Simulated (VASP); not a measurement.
# Al35CuN35 (a cell with a defect) in VASP: notebook

Al35CuN35 (a cell with a defect) is run at these levels: PBE; tasks: single point.

Program: VASP 6.6.1. These are calculated values, not measurements. Logs are shortened: lines on timing, memory, paths and dates and some standing lists are left out, and cuts for length are marked.

## Step 1: The cell of the first run

The cell holds a defect, 71 atoms: a = 9.389 Å, b = 9.389 Å, c = 10.035 Å, α = 90.00°, β = 90.00°, γ = 120.00°.

## Step 2: Single point, PBE

INCAR

```
SYSTEM = Al35CuN35
PREC = Accurate
ENCUT = 520
EDIFF = 1E-6
ISMEAR = 0
SIGMA = 0.01
LREAL = Auto
LASPH = .TRUE.
NELM = 80
ALGO = Normal
ISIF = 2
LWAVE = .FALSE.
LCHARG = .FALSE.
GGA = PE
NELECT = 292.0
NBANDS = 186
```

KPOINTS

```
Automatic mesh
0
Gamma
  1 1 1
  0.25 0.25 0.25
```

POSCAR

```
Al35CuN35
1.0
    9.3892708701      0.0000000899      0.0000000000
   -4.6946355101      8.1313470499      0.0000000000
    0.0000000000      0.0000000000     10.0348065900
Al N Cu
35 35 1
Direct
    0.2244666309      0.1114474417      0.2504942121
    0.1189881788      0.2263598920      0.5015979816
    0.2225127256      0.1111782023      0.7501424864
    0.1115176236      0.2229363899      1.0010626161
    0.2316452342      0.4488386856      0.2501266262
    0.1184205064      0.5589504905      0.5020453511
    0.2228360319      0.4446501912      0.7499610618
    0.1114879087      0.5551108674      1.0010436037
    0.2244491415      0.7791566668      0.2503955862
    0.1098336888      0.8880157603      0.5005471816
    0.2225405071      0.7779668431      0.7503017732
    0.1109215384      0.8887241496      1.0000821870
    0.5563295820      0.1112600803      0.2512159259
    0.4465820211      0.2252261974      0.4992679002
    0.5550178320      0.1106750421      0.7491698509
    0.4455138541      0.2229898387      0.9993938613
    0.5562591722      0.4449437168      0.2524448494
    0.5523164690      0.4451391800      0.7456956506
    0.4456716746      0.5561932849      0.9946619484
    0.5564341928      0.7778393922      0.2527775965
    0.4467899203      0.8876160655      0.4991961516
    0.5523975668      0.7736067011      0.7454708563
    0.4455531213      0.8890447112      0.9994254598
    0.8906807623      0.1117528897      0.2520921345
    0.7794332680      0.2224927788      0.4999683577
    0.8875386505      0.1095090786      0.7496542358
    0.7780559003      0.2221763272      1.0004499523
    0.8906159209      0.4449610046      0.2518152379
    0.7728691593      0.5542208468      0.4989327994
    0.8874373841      0.4442315174      0.7497942378
    0.7773278808      0.5550668653      0.9998138199
    0.8891873992      0.7776648864      0.2503697703
    0.7730999455      0.8857278840      0.4985275867
    0.8871763957      0.7768503870      0.7491964161
    0.7773027943      0.8886967212      0.9998288066
    0.2227661096      0.1095601488      0.4404536708
    0.1141789084      0.2244650038      0.1931527034
    0.2218421495      0.1113449418      0.9410306485
    0.1099245131      0.2208931216      0.6918610528
    0.1141718700      0.5554104214      0.1930769417
    0.2199232960      0.4434822472      0.9422063993
    0.1098748809      0.5551883159      0.6921042238
    0.2227606773      0.7795744946      0.4404482432
    0.1120284242      0.8888312052      0.1905065090
    0.2218876495      0.7776116924      0.9411471643
    0.1105970710      0.8883085573      0.6912222788
    0.5568001609      0.1117544912      0.4413056404
    0.4453085117      0.2216406205      0.1891037842
    0.5560910070      0.1115713839      0.9400533401
    0.4437179928      0.2206470144      0.6906037987
    0.5569277748      0.4391772062      0.4372632425
    0.4494809068      0.5578058238      0.1852636320
    0.5565801142      0.4438857639      0.9388694312
    0.4396920602      0.5527888678      0.6980301825
    0.5577295216      0.7854975826      0.4372179535
    0.4453183366      0.8894285454      0.1891368408
    0.5566413023      0.7798449976      0.9387829201
    0.4436241061      0.8889630181      0.6906165806
    0.8951826499      0.1147844551      0.4423018416
    0.7795686022      0.2225567157      0.1912317173
    0.8893442474      0.1115186495      0.9409643887
    0.7778843098      0.2218226122      0.6909352561
    0.8945143686      0.4462127171      0.4420753736
    0.7803188349      0.5557166838      0.1900400823
    0.8892676742      0.4446853461      0.9410327089
    0.7772090481      0.5548657026      0.6901142356
    0.8888827794      0.7777876755      0.4404272234
    0.7804016598      0.8903247954      0.1900554702
    0.8887391235      0.7778469681      0.9402110214
    0.7772615792      0.8882197697      0.6900149444
    0.3799826527      0.5222191997      0.4862504245
```

Potentials or basis: VASP PAW PBE potentials, release 64 (Al, N, Cu).

The run is started by

```bash
$ cat potpaw_PBE.64/Al/POTCAR potpaw_PBE.64/N/POTCAR potpaw_PBE.64/Cu/POTCAR > POTCAR
$ mpirun -np 1 vasp_std > vasp.out
```

OUTCAR:

```text
SYSTEM = Al35CuN35
   PREC = Accurate
   ENCUT = 520
   EDIFF = 1E-6
   ISMEAR = 0
   LREAL = Auto
   LASPH = .TRUE.
   NELM = 80
   ISIF = 2
   GGA = PE
   NELECT = 292.0

 ion  position               nearest neighbor table
   1  0.224  0.111  0.250-  48 1.90  37 1.90  36 1.91  44 1.91  14 3.08   2 3.09  16 3.10  12 3.10
                             4 3.10  10 3.10  13 3.12   9 3.12  17 3.12   5 3.13  24 3.14  32 3.14
   2  0.119  0.226  0.502-  36 1.90  39 1.91  59 1.91  71 2.63   7 3.06   3 3.06  14 3.08   1 3.09
                             5 3.10  24 3.12  26 3.12   6 3.13  10 3.13  25 3.17  33 3.22
   3  0.223  0.111  0.750-  50 1.90  39 1.90  46 1.91  38 1.92   2 3.06  16 3.09  12 3.09  10 3.09
                             4 3.10  14 3.11  18 3.12  15 3.12  11 3.13   7 3.13  26 3.14  34 3.14
   4  0.112  0.223  0.001-  41 1.89  38 1.90  61 1.90  37 1.93  24 3.09   1 3.10   7 3.10   3 3.10
                             5 3.10  26 3.11   8 3.12  27 3.13  19 3.13  12 3.14  16 3.14  35 3.14
   5  0.232  0.449  0.250-  52 1.89  40 1.91  37 1.91  71 2.66  17 3.07  20 3.07  19 3.10   4 3.10
                             2 3.10   8 3.11   6 3.11   1 3.13   9 3.14  24 3.18  28 3.18
   6  0.118  0.559  0.502-  43 1.90  42 1.91  63 1.92  71 2.65   7 3.06  11 3.06  21 3.08   9 3.10
                             5 3.11  30 3.12  28 3.12   2 3.13  10 3.13  25 3.17  29 3.22
   7  0.223  0.445  0.750-  54 1.84  42 1.91  39 1.91  41 1.93  71 2.94  19 3.05   6 3.06   2 3.06
                            18 3.09  22 3.09   4 3.10   8 3.10   3 3.13  11 3.13  30 3.15  26 3.15
   8  0.111  0.555  0.001-  41 1.88  65 1.90  45 1.91  40 1.93  28 3.09   9 3.10   7 3.10  11 3.10
                             5 3.11  30 3.11   4 3.12  27 3.13  19 3.13  12 3.14  23 3.14  31 3.14
   9  0.224  0.779  0.250-  56 1.90  44 1.90  43 1.91  40 1.91  21 3.08  23 3.09   8 3.10   6 3.10
[... 86 lines left out ...]
  69  0.889  0.778  0.940-  12 1.90  35 1.90  31 1.91  34 1.92
  70  0.777  0.888  0.690-  34 1.89  26 1.90  22 1.91  33 1.92
  71  0.380  0.522  0.486-  54 2.18  51 2.21  55 2.24   2 2.63   6 2.65   5 2.66   7 2.94

  LATTYP: Found a hexagonal cell.
 ALAT       =     9.3892708701
 C/A-ratio  =     1.0687524866

  Lattice vectors:

 A1 = (   9.3892708701,   0.0000000899,   0.0000000000)
 A2 = (  -4.6946355101,   8.1313470499,   0.0000000000)
 A3 = (   0.0000000000,   0.0000000000,  10.0348065900)

Analysis of symmetry for initial positions (statically):
=====================================================================
 Subroutine PRICEL returns:
 Original cell was already a primitive cell.

 Routine SETGRP: Setting up the symmetry group for a
 hexagonal supercell.

 Subroutine GETGRP returns: Found  1 space group operations
 (whereof  1 operations were pure point group operations)
 out of a pool of 24 trial point group operations.

The static configuration has the point symmetry C_1 .

Analysis of symmetry for dynamics (positions and initial velocities):
=====================================================================
 Subroutine PRICEL returns:
 Original cell was already a primitive cell.

 Routine SETGRP: Setting up the symmetry group for a
 hexagonal supercell.

 Subroutine GETGRP returns: Found  1 space group operations
 (whereof  1 operations were pure point group operations)
 out of a pool of 24 trial point group operations.

The dynamic configuration has the point symmetry C_1 .

 Subroutine INISYM returns: Found  1 space group operations
 (whereof  1 operations are pure point group operations),
 and found     1 'primitive' translations

----------------------------------------------------------------------------------------

                                     Primitive cell

  volume of cell :     766.1316

  direct lattice vectors                    reciprocal lattice vectors
     9.389270870  0.000000090  0.000000000     0.106504542  0.061490427  0.000000000
    -4.694635510  8.131347050  0.000000000    -0.000000001  0.122980853  0.000000000
     0.000000000  0.000000000 10.034806590     0.000000000  0.000000000  0.099653141

[... 164 lines left out ...]

  Length of vectors
     0.122980853  0.122980853  0.099653141

  Shift w.r.t. Gamma in fractional coordinates (k-lattice)
     0.250000000  0.250000000  0.250000000

 Subroutine IBZKPT returns following result:
 ===========================================

 Found      6 irreducible k-points:

 Following reciprocal coordinates:
            Coordinates               Weight
  0.250000  0.250000  0.250000      2.000000
 -0.250000  0.500000  0.250000      2.000000
  0.500000  0.250000  0.250000      2.000000
 -0.250000 -0.250000  0.250000      2.000000
  0.250000  0.500000  0.250000      2.000000
  0.500000 -0.250000  0.250000      2.000000
   k-points           NKPTS =      6   k-points in BZ     NKDIM =      6   number of bands    NBANDS=    186
   number of dos      NEDOS =    301   number of ions     NIONS =     71
   total plane-waves  NPLWV = 392000
   dimension x,y,z NGX =    70 NGY =   70 NGZ =   80
   dimension x,y,z NGXF=   140 NGYF=  140 NGZF=  160
   ions per type =              35  35   1
   NGX,Y,Z   is equivalent  to a cutoff of  12.39, 12.39, 13.25 a.u.
   NGXF,Y,Z  is equivalent  to a cutoff of  24.79, 24.79, 26.51 a.u.
 SYSTEM =  Al35CuN35
   PREC   = accura    normal or accurate (medium, high low for compatibility)
   ISTART =      0    job   : 0-new  1-cont  2-samecut
   ICHARG =      2    charge: 1-file 2-atom 10-const
   ISPIN  =      1    spin polarized calculation?
   LNONCOLLINEAR =      F non collinear calculations
   LSORBIT =      F    spin-orbit coupling
   LASPH  =      T    aspherical Exc in radial PAW
   ENCUT  =  520.0 eV  38.22 Ry    6.18 a.u.  17.46 17.46 18.66*2*pi/ulx,y,z
   NELM   =     80;   NELMIN=  2; NELMDL= -5     # of ELM steps
   EDIFF  = 0.1E-05   stopping-criterion for ELM
   LREAL  =      T    real-space projection
   EDIFFG = 0.1E-04   stopping-criterion for IOM
   NSW    =      0    number of steps for IOM
[... 5 lines left out ...]
   TEBEG  =    0.0;   TEEND  =   0.0 temperature during run
   PSTRESS=    0.0 pullay stress
   NELECT =     292.0000    total number of electrons
   NUPDOWN=      -1.0000    fix difference up-down
   EMIN   =  10.00;   EMAX   =-10.00  energy-range for DOS
   EFERMI =   0.00;   METHOD = LEGACY
   ISMEAR =     0;   SIGMA  =   0.01  broadening in eV -4-tet -1-fermi 0-gaus
   EFERMI_NEDOS =   21; number of points for ismear=-14 and -15
   IALGO  =     38    algorithm
   IMIX   =      4    mixing-type and parameters
     AMIX     =   0.40;   BMIX     =  1.00
     AMIX_MAG =   1.60;   BMIX_MAG =  1.00
  volume/ion in A,a.u.               =      10.79        72.82
  Fermi-wavevector in a.u.,A,eV,Ry     =   1.186956  2.243022 19.168769  1.408865
  Thomas-Fermi vector in A             =   2.323118
   LORBIT       =      0    0 simple, 1 ext, 2 COOP (PROOUT), +10 PAW based schemes
   GGA     = PE    functional components
   LHFCALC =     F    Hartree Fock is set to
   AEXX    =    0.0000 exact exchange contribution
   IVDW    =     0    specifies the selected vdW correction
   LEPSILON=     F    determine dielectric tensor
   LRPA    =     F    only Hartree local field effects (RPA)
 non-spin polarized calculation
 Gauss-broadening in eV      SIGMA  =   0.01
  energy-cutoff  :      520.00
  volume of cell :      766.13
 maximum number of plane-waves:     20622
 NGX is ok and might be reduce to    70
   NGX = 35   NGY = 35   NGZ = 37

 number of electron     291.9999998 magnetization

 Free energy of the ion-electron system (eV)
  ---------------------------------------------------
  ext. energy  EPLUGINS =         0.00000000
  ---------------------------------------------------
  free energy    TOTEN  =      -513.79198438 eV

  energy without entropy =     -513.79198438  energy(sigma->0) =     -513.79198438

 E-fermi :   6.8555     XC(G=0): -10.8318

 val. band max:        6.7778721492   @ k =  -0.2500   0.5000   0.2500
 cond. band min:       9.8854949633   @ k =   0.5000   0.2500   0.2500
 fundamental gap:      3.1076228141
 Fermi energy:         6.8554890067

 k-point     1 :       0.2500    0.2500    0.2500
  band No.  band energies     occupation
      1      -8.9386      2.00000
      2      -8.6555      2.00000
      3      -8.5702      2.00000
      4      -8.4752      2.00000
      5      -8.2410      2.00000
      6      -8.0882      2.00000
[... 955 lines left out ...]
    157      11.7458      0.00000
    158      11.8485      0.00000
 [bands above 158 left out]

------------------------ aborting loop because EDIFF is reached ----------------------------------------

  FORCE on cell =-STRESS in cart. coord.  units (eV):
  Direction    XX          YY          ZZ          XY          YZ          ZX
  --------------------------------------------------------------------------------------
  -------------------------------------------------------------------------------------
  Total        3.5187109      5.3280056     10.8806295     -2.9224583     -1.4387385     -2.4872841
  in kB        7.3585253     11.1422240     22.7541822     -6.1116085     -3.0087706     -5.2015480
  external PRESSURE =      13.7516438 kB  Pullay stress =       0.0000000 kB

 VOLUME and BASIS-vectors are now :
 -----------------------------------------------------------------------------
  energy-cutoff  :      520.00
  volume of cell :      766.13
      direct lattice vectors                 reciprocal lattice vectors
     9.389270870  0.000000090  0.000000000     0.106504542  0.061490427  0.000000000
    -4.694635510  8.131347050  0.000000000    -0.000000001  0.122980853  0.000000000
     0.000000000  0.000000000 10.034806590     0.000000000  0.000000000  0.099653141

 POSITION                                       TOTAL-FORCE (eV/Angst)
 -----------------------------------------------------------------------------------
      1.58437      0.90622      2.51366         0.030897     -0.015889      0.002830
      0.05454      1.84061      5.03344        -0.006053     -0.014174      0.017570
      1.56729      0.90403      7.52753         0.032566     -0.012028      0.005634
      0.00046      1.81277      0.01066        -0.026090      0.010046      0.004731
      0.06785      3.64966      2.50997         0.006591     -0.012957      0.004387
     -1.51219      4.54502      5.03793        -0.012003     -0.003415     -0.038376
[... 63 lines left out ...]
      3.12805      7.22242      6.92417        -0.044025      0.025224     -0.014163
      1.11613      4.24635      4.87943        -0.010593      0.036756     -0.021783
 -----------------------------------------------------------------------------------
    total drift:                                0.002936      0.005510      0.025284

  FREE ENERGIE OF THE ION-ELECTRON SYSTEM (eV)
  ---------------------------------------------------
  free  energy   TOTEN  =      -513.7919843824 eV

  energy  without entropy=     -513.7919843824  energy(sigma->0) =     -513.79198438
```

It took 43 min on 1 thread of Intel Xeon Platinum 8259CL at 2.50GHz (Skylake/Cascade Lake), shared host; peak memory 1.1 GiB.

What came out:

* Free energy: -513.7920 eV
* Largest force: 0.083 eV/Å

Forces in eV/Å, atoms in the order of the input:
```
Al   0.031 -0.016  0.003
Al  -0.006 -0.014  0.018
Al   0.033 -0.012  0.006
Al  -0.026  0.010  0.005
Al   0.007 -0.013  0.004
Al  -0.012 -0.003 -0.038
Al   0.023 -0.009  0.009
Al  -0.027  0.016  0.004
Al   0.024 -0.014  0.019
Al   0.010  0.025 -0.022
Al   0.028 -0.016 -0.002
Al  -0.028  0.016  0.006
Al   0.022 -0.010  0.002
Al  -0.017  0.029 -0.010
Al   0.027 -0.011  0.005
Al  -0.023  0.015 -0.004
Al   0.030 -0.016  0.013
Al   0.030 -0.009 -0.007
Al  -0.017  0.015 -0.001
Al   0.023 -0.022 -0.041
Al  -0.078  0.017  0.020
Al   0.023 -0.024  0.007
Al  -0.028  0.018  0.000
Al   0.023 -0.007 -0.022
Al  -0.046  0.044  0.004
Al   0.021 -0.008  0.008
Al  -0.028  0.014  0.000
Al   0.024 -0.010  0.023
Al  -0.011 -0.026 -0.026
Al   0.026 -0.014 -0.005
Al  -0.030  0.013  0.001
Al   0.029 -0.020 -0.002
Al   0.048 -0.040  0.054
Al   0.032 -0.022  0.004
Al  -0.027  0.015 -0.001
N    0.017 -0.025  0.015
N   -0.034  0.011 -0.001
N    0.042 -0.024  0.001
N   -0.021  0.021 -0.002
N   -0.035  0.018  0.009
N    0.039 -0.023 -0.005
N   -0.022  0.011 -0.002
N    0.011 -0.010  0.018
N   -0.043  0.026 -0.003
N    0.038 -0.026 -0.008
N   -0.037  0.018  0.002
N    0.043 -0.015 -0.005
N   -0.039  0.023 -0.002
N    0.040 -0.025  0.000
N   -0.042  0.017  0.004
N    0.054 -0.032  0.008
N   -0.030  0.015 -0.007
N    0.045 -0.028  0.002
N   -0.034  0.031  0.019
N    0.016 -0.037  0.001
N   -0.033  0.018 -0.003
N    0.039 -0.025 -0.007
N   -0.029  0.019 -0.006
N   -0.019  0.018 -0.043
N   -0.032  0.016  0.005
N    0.036 -0.021  0.003
N   -0.035  0.017 -0.003
N    0.023  0.015  0.006
N   -0.039  0.027 -0.005
N    0.038 -0.024  0.004
N   -0.042  0.026  0.006
N    0.025 -0.006  0.005
N   -0.037  0.022  0.002
N    0.039 -0.021 -0.003
N   -0.044  0.025 -0.014
Cu  -0.011  0.037 -0.022
```

Caveat: the cell carries a net charge on a neutralising background, which shifts energy and pressure; the cell is charged against a uniform background, so pressure and absolute levels hang on convention.

(Continued in part 2 of 4.)
